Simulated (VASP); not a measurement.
Crystal: GaSb2Te2.

```
Ga Sb Te
1.0
     5.39970    0.00000    0.00000
    -2.69985    4.67628    0.00000
     0.00000    0.00000    6.59280
Ga Sb Te
1 2 2
Direct
  0.00000 0.00000 0.50000
  0.33333 0.66667 0.50000
  0.66667 0.33333 0.50000
  0.33333 0.66667 0.00000
  0.66667 0.33333 0.00000
```

```yaml
Program: VASP 6.6.1
Task: relaxation of cell and atoms
Functional: PBE
Potentials_or_basis: VASP PAW PBE potentials, release 64 (Ga_d, Sb, Te)
Cutoff: 600 eV
k_mesh: 6 × 6 × 4
Occupations: gaussian, width 0.1 eV
Spin: no spin polarisation
```

At the start: pressure 0.6 GPa; volume 33.29 Å³/atom.

How do energy, volume and symmetry change on relaxing?

Over 6 steps the energy falls by 49.6 meV/atom and the volume is 33.49 Å³/atom (+0.6 %); space group P6/mmm (No. 191, to 0.05 Å).

Step by step:
| step | energy change (eV) | largest force (eV/Å) | pressure (GPa) | volume (Å³) |
| --- | --- | --- | --- | --- |
| 1 | 0.0000 | 0.0000 | 0.55 | 166.47 |
| 2 | -0.2192 | 0.0000 | -0.37 | 169.05 |
| 3 | -0.2421 | 0.0000 | -0.56 | 169.81 |
| 4 | -0.2428 | 0.0000 | -0.58 | 169.94 |
| 5 | -0.2475 | 0.0000 | 0.12 | 166.80 |
| 6 | -0.2479 | 0.0000 | -0.03 | 167.43 |

Final structure:
```yaml
crystal:
  lattice:
    - [5.57742, 0.00000, 0.00000]
    - [-2.78871, 4.83019, 0.00000]
    - [0.00000, 0.00000, 6.21504]
  atoms:
    - { symbol: Ga, position: [0.00000, 0.00000, 0.50000] }
    - { symbol: Sb, position: [0.33333, 0.66667, 0.50000] }
    - { symbol: Sb, position: [0.66667, 0.33333, 0.50000] }
    - { symbol: Te, position: [0.33333, 0.66667, 0.00000] }
    - { symbol: Te, position: [0.66667, 0.33333, 0.00000] }
```
